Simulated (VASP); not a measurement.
Here is a VASP 6.6.1 calculation.

File POSCAR:

```
WS2
1.0
    3.2045998594      0.0000000000      0.0000000000
   -1.6022999297      2.7752648871      0.0000000000
    0.0000000000      0.0000000000     17.0628366442
W S
1 2
Direct
    0.0000000000      0.0000000000      0.0000000000
    0.3333333333      0.6666666667      0.0920005100
    0.3333333333      0.6666666667      0.9079994900
```

Contents of INCAR.step1:

```
  ALGO = Normal
  EDIFF = 1E-4
  ENCUT = 520
  GGA = PE
  ISMEAR = -1
  LASPH = T
  LCHARG = F
  LREAL = F
  LWAVE = T
  NBANDS = 20
  NELM = 60
  PREC = Accurate
  SIGMA = 0.05
```

The input INCAR.step2:

```
  ALGO = Normal
  EDIFF = 1E-7
  ENCUT = 520
  ISIF = 2
  ISMEAR = -1
  ISTART = 1
  LASPH = T
  LCHARG = T
  LELF = T
  LMIXTAU = T
  LREAL = F
  LVHAR = T
  LWAVE = F
  METAGGA = R2SCAN
  NBANDS = 20
  NELM = 60
  PREC = Accurate
  SIGMA = 0.05
```

KPOINTS

```
k-points
0
Gamma
  10 10 2
```

Potentials or basis: VASP PAW PBE potentials, release 64 (W_sv, S).

Launch:

```bash
$ cat potpaw_PBE.64/W_sv/POTCAR potpaw_PBE.64/S/POTCAR > POTCAR
$ cp INCAR.step1 INCAR
$ mpirun -np 1 vasp_std > vasp.out
$ cp INCAR.step2 INCAR
$ mpirun -np 1 vasp_std > vasp.out
```

Q: Predict the largest force.

A: 0.354 eV/Å.

Q: Predict the band gap on the k mesh.

A: 2.04 eV, indirect (least direct gap 2.22 eV).

Forces in eV/Å, atoms in the order of the input:
```
W    0.000  0.000  0.000
S    0.000  0.000 -0.354
S    0.000  0.000  0.354
```

Caveat: the PAW data sets were made with another functional, which shifts forces and pressure a little; spin-orbit coupling is left out, which moves the levels of the heavy elements.
